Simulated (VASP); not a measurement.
# Sn (I4/mmm) in VASP: notebook, part 2 of 2

VASP 6.6.1.

**3. Single point, LDA (strain +0.030 along x and y, +0.000 along z)**

File INCAR:

```
ALGO = Fast
EDIFF = 1E-6
ENCUT = 520
GGA = CA
ISIF = 2
ISMEAR = 0
LASPH = T
LCHARG = F
LREAL = F
LWAVE = F
NBANDS = 13
NELM = 100
PREC = Accurate
SIGMA = 0.15
```

File KPOINTS:

```
k-points
0
Gamma
  18 18 18
```

File POSCAR:

```
Sn
1.0
   -1.9514913738      1.9514913738      1.8946518192
    1.9514913738     -1.9514913738      1.8946518192
    1.9514913738      1.9514913738     -1.8946518192
Sn
1
Direct
    0.0000000000      0.0000000000      0.0000000000
```

Potentials or basis: VASP PAW LDA potentials, release 64 (Sn_d).

The run is started by

```
> cat potpaw_LDA.64/Sn_d/POTCAR > POTCAR
> mpirun -np 1 vasp_std > vasp.out
```

OUTCAR:

```text
EDIFF = 1E-6
   ENCUT = 520
   GGA = CA
   ISIF = 2
   ISMEAR = 0
   LASPH = T
   LREAL = F
   NELM = 100
   PREC = Accurate

 ion  position               nearest neighbor table
   1  0.000  0.000  0.000-

  LATTYP: Found a body centered tetragonal cell.
 ALAT       =     3.9029827476
 C/A-ratio  =     0.9708737864

  Lattice vectors:

 A1 = (  -1.9514913738,   1.9514913738,   1.8946518192)
 A2 = (   1.9514913738,  -1.9514913738,   1.8946518192)
 A3 = (   1.9514913738,   1.9514913738,  -1.8946518192)

Analysis of symmetry for initial positions (statically):
=====================================================================
 Subroutine PRICEL returns:
 Original cell was already a primitive cell.

 Routine SETGRP: Setting up the symmetry group for a
 body centered tetragonal supercell.

 Subroutine GETGRP returns: Found 16 space group operations
 (whereof 16 operations were pure point group operations)
 out of a pool of 16 trial point group operations.

The static configuration has the point symmetry D_4h.

Analysis of symmetry for dynamics (positions and initial velocities):
=====================================================================
 Subroutine PRICEL returns:
 Original cell was already a primitive cell.

 Routine SETGRP: Setting up the symmetry group for a
 body centered tetragonal supercell.

 Subroutine GETGRP returns: Found 16 space group operations
 (whereof 16 operations were pure point group operations)
 out of a pool of 16 trial point group operations.

The dynamic configuration has the point symmetry D_4h.

 Subroutine INISYM returns: Found 16 space group operations
 (whereof 16 operations are pure point group operations),
 and found     1 'primitive' translations

----------------------------------------------------------------------------------------

                                     Primitive cell

  volume of cell :      28.8618

  direct lattice vectors                    reciprocal lattice vectors
    -1.951491374  1.951491374  1.894651819     0.000000000  0.256214302  0.263900731
     1.951491374 -1.951491374  1.894651819     0.256214302  0.000000000  0.263900731
     1.951491374  1.951491374 -1.894651819     0.256214302  0.256214302  0.000000000

  length of vectors
     3.347587591  3.347587591  3.347587591     0.367817026  0.367817026  0.362341741

  position of ions in fractional coordinates (direct lattice)
     0.000000000  0.000000000  0.000000000

  ion indices of the primitive-cell ions
   primitive index   ion index
                 1           1

----------------------------------------------------------------------------------------

 KPOINTS: k-points

Automatic generation of k-mesh.
 Grid dimensions read from file:
 generate k-points for:   18   18   18

 Generating k-lattice:

  Cartesian coordinates                     Fractional coordinates (reciprocal lattice)
     0.000000000  0.014234128  0.014661152     0.055555556  0.000000000 -0.000000000
     0.014234128  0.000000000  0.014661152     0.000000000  0.055555556 -0.000000000
     0.014234128  0.014234128  0.000000000     0.000000000  0.000000000  0.055555556

  Length of vectors
     0.020434279  0.020434279  0.020130097

  Shift w.r.t. Gamma in fractional coordinates (k-lattice)
     0.000000000  0.000000000  0.000000000

 Subroutine IBZKPT returns following result:
 ===========================================

 Found    480 irreducible k-points:

 Following reciprocal coordinates:
            Coordinates               Weight
  0.000000  0.000000  0.000000      1.000000
  0.055556  0.000000 -0.000000      8.000000
  0.111111  0.000000 -0.000000      8.000000
  0.166667  0.000000  0.000000      8.000000
  0.222222  0.000000 -0.000000      8.000000
  0.277778  0.000000  0.000000      8.000000
[... 16 lines left out ...]
 -0.277778  0.055556  0.000000     16.000000
 -0.222222  0.055556  0.000000     16.000000
 [... further k-points ...]
   k-points           NKPTS =    480   k-points in BZ     NKDIM =    480   number of bands    NBANDS=     13
   number of dos      NEDOS =    301   number of ions     NIONS =      1
   total plane-waves  NPLWV =  21952
   dimension x,y,z NGX =    28 NGY =   28 NGZ =   28
   dimension x,y,z NGXF=    56 NGYF=   56 NGZF=   56
   ions per type =               1
   NGX,Y,Z   is equivalent  to a cutoff of  13.91, 13.91, 13.91 a.u.
   NGXF,Y,Z  is equivalent  to a cutoff of  27.81, 27.81, 27.81 a.u.
 SYSTEM =  unknown system
   PREC   = accura    normal or accurate (medium, high low for compatibility)
   ISTART =      0    job   : 0-new  1-cont  2-samecut
   ICHARG =      2    charge: 1-file 2-atom 10-const
   ISPIN  =      1    spin polarized calculation?
   LNONCOLLINEAR =      F non collinear calculations
   LSORBIT =      F    spin-orbit coupling
   LASPH  =      T    aspherical Exc in radial PAW
   ENCUT  =  520.0 eV  38.22 Ry    6.18 a.u.   6.22  6.22  6.22*2*pi/ulx,y,z
   NELM   =    100;   NELMIN=  2; NELMDL= -5     # of ELM steps
   EDIFF  = 0.1E-05   stopping-criterion for ELM
   LREAL  =      F    real-space projection
   EDIFFG = 0.1E-04   stopping-criterion for IOM
   NSW    =      0    number of steps for IOM
   IBRION =     -1    ionic relax: 0-MD 1-quasi-New 2-CG
   NFREE  =      0    steps in history (QN), initial steepest desc. (CG)
   ISIF   =      2    stress and relaxation
   ISYM   =      2    0-nonsym 1-usesym 2-fastsym
   POTIM  = 0.5000    time-step for ionic-motion
   TEBEG  =    0.0;   TEEND  =   0.0 temperature during run
   PSTRESS=    0.0 pullay stress
   NELECT =      14.0000    total number of electrons
   NUPDOWN=      -1.0000    fix difference up-down
   EMIN   =  10.00;   EMAX   =-10.00  energy-range for DOS
   EFERMI =   0.00;   METHOD = LEGACY
   ISMEAR =     0;   SIGMA  =   0.15  broadening in eV -4-tet -1-fermi 0-gaus
   EFERMI_NEDOS =   21; number of points for ismear=-14 and -15
   IALGO  =     68    algorithm
   IMIX   =      4    mixing-type and parameters
     AMIX     =   0.40;   BMIX     =  1.00
     AMIX_MAG =   1.60;   BMIX_MAG =  1.00
  volume/ion in A,a.u.               =      28.86       194.77
  Fermi-wavevector in a.u.,A,eV,Ry     =   1.286303  2.430760 22.511865  1.654575
  Thomas-Fermi vector in A             =   2.418386
   LORBIT       =      0    0 simple, 1 ext, 2 COOP (PROOUT), +10 PAW based schemes
   GGA     = CA    functional components
   LHFCALC =     F    Hartree Fock is set to
   AEXX    =    0.0000 exact exchange contribution
   IVDW    =     0    specifies the selected vdW correction
   LEPSILON=     F    determine dielectric tensor
   LRPA    =     F    only Hartree local field effects (RPA)
 non-spin polarized calculation
 RMM-DIIS sequential band-by-band and
 Gauss-broadening in eV      SIGMA  =   0.15
  energy-cutoff  :      520.00
  volume of cell :       28.86
 maximum number of plane-waves:       795
 NGX is ok and might be reduce to    28
   NGX = 13   NGY = 13   NGZ = 13

 number of electron      14.0000004 magnetization

 Free energy of the ion-electron system (eV)
  ---------------------------------------------------
  ext. energy  EPLUGINS =         0.00000000
  ---------------------------------------------------
  free energy    TOTEN  =        -4.38202966 eV

  energy without entropy =       -4.37596759  energy(sigma->0) =       -4.37899862

 E-fermi :   7.0996     XC(G=0): -10.3257

 val. band max:        7.0797020405   @ k =  -0.3889   0.3889   0.3889
 cond. band min:       7.1000231708   @ k =  -0.3889  -0.3889   0.3889
 fundamental gap:      0.0203211303
 Fermi energy:         7.0995603224

 k-point     1 :       0.0000    0.0000    0.0000
  band No.  band energies     occupation
      1     -14.3213      2.00000
      2     -14.3152      2.00000
      3     -14.3152      2.00000
      4     -14.2073      2.00000
      5     -14.1937      2.00000
      6      -3.5743      2.00000
      7      14.3382      0.00000
      8      14.3382      0.00000
      9      14.5152      0.00000
     10      19.0913      0.00000
     11      19.0915      0.00000
     12      19.1058      0.00000
     13      19.4540      0.00000
[... 353 lines left out ...]
 k-point    24 :      -0.2222    0.0556    0.0000
  band No.  band energies     occupation
      1     -14.3287      2.00000
      2     -14.3015      2.00000
      3     -14.2533      2.00000
      4     -14.2140      2.00000
      5     -14.2010      2.00000
      6      -2.7462      2.00000
      7      10.1644      0.00000
      8      12.1212      0.00000
      9      13.2954      0.00000
     10      16.4248      0.00000
     11      17.0830      0.00000
     12      18.9289      0.00000
     13      21.1541      0.00000

 [... further k-points ...]

------------------------ aborting loop because EDIFF is reached ----------------------------------------

  FORCE on cell =-STRESS in cart. coord.  units (eV):
  Direction    XX          YY          ZZ          XY          YZ          ZX
  --------------------------------------------------------------------------------------
  -------------------------------------------------------------------------------------
  Total       -0.9389065     -0.9389065     -1.0533746      0.0000000      0.0000000      0.0000000
  in kB      -52.1207004    -52.1207004    -58.4750724      0.0000000      0.0000000      0.0000000
  external PRESSURE =     -54.2388244 kB  Pullay stress =       0.0000000 kB

 VOLUME and BASIS-vectors are now :
 -----------------------------------------------------------------------------
  energy-cutoff  :      520.00
  volume of cell :       28.86
      direct lattice vectors                 reciprocal lattice vectors
    -1.951491374  1.951491374  1.894651819     0.000000000  0.256214302  0.263900731
     1.951491374 -1.951491374  1.894651819     0.256214302  0.000000000  0.263900731
     1.951491374  1.951491374 -1.894651819     0.256214302  0.256214302  0.000000000

 POSITION                                       TOTAL-FORCE (eV/Angst)
 -----------------------------------------------------------------------------------
      0.00000      0.00000      0.00000         0.000000      0.000000     -0.000000
 -----------------------------------------------------------------------------------
    total drift:                               -0.000000     -0.000000     -0.000000

  FREE ENERGIE OF THE ION-ELECTRON SYSTEM (eV)
  ---------------------------------------------------
  free  energy   TOTEN  =        -4.3820296622 eV

  energy  without entropy=       -4.3759675863  energy(sigma->0) =       -4.37899862
```

OSZICAR:

```text
N       E                     dE             d eps       ncg     rms          rms(c)
DAV:   1     0.816637608194E+02    0.81664E+02   -0.71993E+03 12788   0.157E+03
DAV:   2     0.161525148642E+01   -0.80049E+02   -0.77743E+02 13295   0.341E+02
DAV:   3    -0.426614598190E+01   -0.58814E+01   -0.58598E+01 14906   0.751E+01
DAV:   4    -0.439276640526E+01   -0.12662E+00   -0.12659E+00 14703   0.118E+01
DAV:   5    -0.439721782172E+01   -0.44514E-02   -0.44513E-02 16415   0.216E+00    0.121E+00
RMM:   6    -0.438594300146E+01    0.11275E-01   -0.97288E-03 15727   0.125E+00    0.689E-01
RMM:   7    -0.438216503039E+01    0.37780E-02   -0.72233E-03 15523   0.916E-01    0.905E-02
RMM:   8    -0.438199557482E+01    0.16946E-03   -0.77173E-04 17128   0.429E-01    0.249E-02
RMM:   9    -0.438202745589E+01   -0.31881E-04   -0.32541E-04 19060   0.166E-01    0.186E-02
RMM:  10    -0.438202776215E+01   -0.30626E-06   -0.50503E-05 16598   0.106E-01    0.633E-03
RMM:  11    -0.438202915215E+01   -0.13900E-05   -0.25841E-05 19170   0.531E-02    0.752E-03
RMM:  12    -0.438202966223E+01   -0.51007E-06   -0.47206E-06 13806   0.213E-02
   1 F= -.43820297E+01 E0= -.43789986E+01  d E =-.606208E-02
```

stdout:

```text
POSCAR found type information on POSCAR Sn
 POSCAR found :  1 types and       1 ions
 scaLAPACK will be used
 LDA part: xc-table for (Slater(with rela. corr.)+CA(PZ))
 , standard interpolation
 POSCAR, INCAR and KPOINTS ok, starting setup
 FFT: planning ... GRIDC
 FFT: planning ... GRID_SOFT
 FFT: planning ... GRID
 WAVECAR not read
 entering main loop
WARNING in EDDRMM: call to ZHEGV failed, returncode =   6  3     12
WARNING in EDDRMM: call to ZHEGV failed, returncode =   8  4     10
WARNING in EDDRMM: call to ZHEGV failed, returncode =   6  3     10
WARNING in EDDRMM: call to ZHEGV failed, returncode =   6  3     12
WARNING in EDDRMM: call to ZHEGV failed, returncode =   6  3     10
WARNING in EDDRMM: call to ZHEGV failed, returncode =   6  3     11
WARNING in EDDRMM: call to ZHEGV failed, returncode =   6  3     10
```

It took 4.6 min on 1 thread of Intel Xeon 8259CL, shared host; peak memory 0.28 GiB.

Results:

* Free energy: -4.3820 eV
* Pressure: -5.4 GPa
* Band gap on the k mesh: zero (bands 7 and 8 overlap by 9.45 eV)

Stress tensor (GPa, compression positive):
```
-5.21  0.00  0.00
 0.00 -5.21  0.00
 0.00  0.00 -5.85
```

Levels at points of the mesh, in eV from the Fermi level:
```
           k point  band 4  band 5  band 6  band 7  band 8  band 9  band 10  band 11
(0.00, 0.00, 0.00)  -21.31  -21.29  -10.67    7.24    7.24    7.42    11.99    11.99
(0.50, 0.00, 0.00)  -21.30  -21.23   -6.35   -4.06    3.24    5.03     7.57     8.01
(0.50, 0.50, 0.00)  -21.31  -21.23   -6.53   -4.13    3.58    5.51     7.99     8.48
(0.50, 0.50, 0.50)  -21.25  -21.24   -2.96   -0.59   -0.59   -0.06     3.86     4.14
```

Caveat: the cell differs from its parent crystal (strain +0.030 along x and y, +0.000 along z); the cell stands under tension; spin-orbit coupling is left out, which moves the levels of the heavy elements.

The gap in the log of VASP goes by the Fermi energy; the results here count the filled bands.